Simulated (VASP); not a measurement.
Input of a VASP 6.6.1 run:

Contents of INCAR:

```
SYSTEM = Ge
ALGO     = Normal         ! electronic algorithm
DIPOL    = 0.5 0.5 0.387
EDIFF    = 1E-6           ! SCF threshold, eV
ENCUT    = 520            ! plane-wave cutoff, eV
GGA      = PE             ! functional
IDIPOL   = 3            
ISIF     = 2              ! what is computed and relaxed
ISMEAR   = 0              ! smearing method
IVDW     = 12             ! dispersion correction
LASPH    = .TRUE.         ! aspherical terms in the spheres
LCHARG   = .FALSE.        ! write CHGCAR
LDIPOL   = .TRUE.       
LREAL    = .FALSE.        ! projectors in reciprocal space
LWAVE    = .FALSE.        ! write WAVECAR
NBANDS   = 36             ! bands
NELM     = 100            ! most SCF steps
PREC     = Accurate       ! precision mode
SIGMA    = 0.1            ! smearing width, eV
```

The input KPOINTS:

```
k-points
0
G
  9 9 1
  0 0 0
```

File POSCAR:

```
Ge
1.0
    4.0226895355      0.0000000000      0.0000000000
   -2.0113447678      3.4837513293      0.0000000000
    0.0000000000      0.0000000000     18.8685220287
Ge
4
Direct
    0.3333333333      0.6666666667      0.2747571329
    0.6666666667      0.3333333333      0.2384924475
    0.2222222222      1.6666666667      0.5362646853
    0.5555555556      1.3333333333      0.5000000000
```

Potentials or basis: VASP PAW PBE potentials, release 64 (Ge_d).

Launch:

```console
$ cat potpaw_PBE.64/Ge_d/POTCAR > POTCAR
$ mpirun -np 1 vasp_std > vasp.out
```

Question: What does it give for the band gap on the k mesh?

Answer: 0.37 eV.

Question: Estimate the dispersion energy per atom.

Answer: -0.190 eV.

Question: Estimate the largest force.

Answer: 0.099 eV/Å.

Forces in eV/Å, atoms in the order of the input:
```
Ge   0.005 -0.003  0.099
Ge   0.004  0.000  0.016
Ge  -0.004  0.000 -0.016
Ge  -0.005  0.003 -0.099
```

Caveat: the cell differs from its parent crystal (layers slid over each other); semilocal functionals underestimate gaps, and a narrow one can read as zero.
